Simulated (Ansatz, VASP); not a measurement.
# One calculation of Y, two programs

File INCAR:

```
SYSTEM = Y
PREC = Accurate ; ENCUT = 520
EDIFF = 1E-7 ; ISMEAR = -1
SIGMA = 0.05 ; LREAL = .False.
LASPH = .True. ; NELM = 80
ALGO = Normal ; ISIF = 2
LWAVE = .False. ; LCHARG = .True.
LELF = .True. ; LVHAR = .True.
NBANDS = 12
```

Contents of KPOINTS:

```
regular mesh
0
Gamma
  14 14 14
  0 0 0
```

File POSCAR:

```
Y
1.0
   -1.5520146062      1.5520146062      1.5520146062
    1.5520146062     -1.5520146062      1.5520146062
    1.5520146062      1.5520146062     -1.5520146062
Y
1
Direct
    0.0000000000      0.0000000000      0.0000000000
```

Input for Ansatz:

```yaml
crystal:
  lattice:
    - [-1.5520146062, 1.5520146062, 1.5520146062]
    - [1.5520146062, -1.5520146062, 1.5520146062]
    - [1.5520146062, 1.5520146062, -1.5520146062]
  atoms:
    - { symbol: "Y", position: [0.0, 0.0, 0.0] }
kpoints:
  mp_grid: { grid: [14, 14, 14] }
scf:
  occupations: { method: fermi_dirac, width: 0.05 }
hamiltonian:
  xc: lda
  pseudopotentials: { kind: paw }
output:
  forces: true
  stress: true
  eigenvalues: true
  populations: true
```

Change from the starting cell: volume scaled by 0.5, PAW files.

Alike in both runs: task single point; functional LDA; k mesh 14 × 14 × 14; occupations fermi-dirac, width 0.05 eV; no spin polarisation.

|  | VASP | Ansatz |
| --- | --- | --- |
| version | VASP 6.6.1 | Ansatz 0.2.0 |
| potentials or method | VASP PAW LDA potentials, release 64 (Y_sv) | PAW with Ansatz's default frozen-core files, scalar-relativistic |
| plane-wave cutoff (eV) | 520 | 420 |
| valence electrons in the cell | 11 | 11 |

```tsv
	VASP	Ansatz	Ansatz less VASP
pressure (GPa)	84.3	84.1	-0.25
```

LDA's correlation is that of Perdew and Zunger in VASP and of Perdew and Wang (1992) in Ansatz. Both programs put the cell under a high pressure, so it lies far from rest at this level.

Noted on VASP's run: the cell as given lies far from equilibrium.
